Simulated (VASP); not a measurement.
**ZnO: single point with RPBE+D4**

Crystal: ZnO.

```
Zn O
1.0
     3.24198    0.00000    0.00000
    -1.62099    2.80764    0.00000
     0.00000    0.00000    5.22764
Zn O
2 2
Direct
  0.33333 0.66667 0.00145
  0.66667 0.33333 0.50145
  0.33333 0.66667 0.38065
  0.66667 0.33333 0.88065
```

```
Program                : VASP 6.6.1
Task                   : single point
Functional             : RPBE
Dispersion             : D4
Potentials or basis    : VASP PAW PBE potentials, release 64 (Zn, O)
Cutoff                 : 520 eV
k mesh                 : 8 × 8 × 6
Occupations            : gaussian, width 0.05 eV
Spin                   : no spin polarisation
Dipole correction      : no
Further INCAR settings : ALGO = Normal; EDIFF = 1e-06; NBANDS = 26
```

```
Pressure                   : 3.1 GPa
Band gap on the k mesh     : 0.87 eV, direct
Dispersion energy per atom : -0.509 eV
```

Forces on the atoms (eV/Å):
```
Zn   0.000  0.000 -0.003
Zn   0.000  0.000 -0.003
O    0.000  0.000  0.003
O    0.000  0.000  0.003
```

Levels at points of the mesh, in eV from the valence-band top:
```tsv
k point	band 14	band 15	band 16	band 17	band 18	band 19	band 20	band 21	band 22	band 23
(0.00, 0.00, 0.00)	-0.79	-0.79	-0.09	0.00	0.00	0.87	5.32	8.31	13.00	13.00
(0.50, 0.00, 0.00)	-3.53	-2.81	-2.26	-1.28	-0.84	5.86	6.99	7.69	8.60	10.69
(0.00, 0.00, 0.50)	-2.23	-0.39	-0.39	-0.39	-0.39	3.53	3.53	10.18	10.18	13.29
(0.50, 0.00, 0.50)	-3.74	-1.50	-1.50	-1.37	-1.37	5.81	5.81	8.53	8.53	11.41
```

Run time: 40 s on 1 thread of Intel(R) Xeon(R) Platinum 8259CL CPU @ 2.50GHz (Skylake/Cascade Lake), on a shared host, peak memory 0.18 GiB.

Caveat: the PAW data sets were made with another functional, which shifts forces and pressure a little. RPBE gaps usually lie below the measured ones, often by a third to a half.
